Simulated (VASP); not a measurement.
Wanted: the native input for a VASP 6.6.1 run.

| Quantity | Value |
| --- | --- |
| Task | single point |
| Functional | PBE |
| Potentials or basis | VASP PAW PBE potentials, release 64 (Si, C) |
| Cutoff | 520 eV |
| k mesh | 14 × 14 × 14 |
| Occupations | gaussian, width 0.1 eV |
| Spin | no spin polarisation |
| Dipole correction | no |
| Further INCAR settings | ALGO = Normal; EDIFF = 1e-07; NBANDS = 18 |

The structure of Si2C3 lies in POSCAR:

```
Si2C3
1.0
   -1.9294706816      1.9294706816      5.0911113746
    1.9294706816     -1.9294706816      5.0911113746
    1.9294706816      1.9294706816     -5.0911113746
Si C
2 3
Direct
    0.5000000000      0.0000000000      0.5000000000
    0.0000000000      0.5000000000      0.5000000000
    0.5000000000      0.5000000000      0.0000000000
    0.9289391098      0.9289391098      0.0000000000
    0.0710608902      0.0710608902      0.0000000000
```

The cell was generated, and may not be a known phase.

The input as run:

INCAR

```
SYSTEM = Si2C3
ALGO = Normal ; EDIFF = 1E-7
ENCUT = 520 ; GGA = PE
ISIF = 2 ; ISMEAR = 0
LASPH = .TRUE. ; LCHARG = .FALSE.
LREAL = .FALSE. ; LWAVE = .FALSE.
NBANDS = 18 ; NELM = 80
PREC = Accurate ; SIGMA = 0.1
```

KPOINTS

```
k-points
0
G
  14 14 14
  0 0 0
```

Potentials or basis: VASP PAW PBE potentials, release 64 (Si, C).

Command:

```console
$ cat potpaw_PBE.64/Si/POTCAR potpaw_PBE.64/C/POTCAR > POTCAR
$ mpirun -np 1 vasp_std > vasp.out
```

It gave:

```yaml
Pressure: 0.2 GPa
Largest_force: 0.097 eV/Å
Band_gap_on_the_k_mesh: zero (bands 10 and 11 overlap by 2.20 eV)
```

It took 9.8 min on 1 thread of Intel(R) Xeon(R) Platinum 8259CL CPU @ 2.50GHz (Skylake/Cascade Lake), on a shared host, peak memory 0.48 GiB.
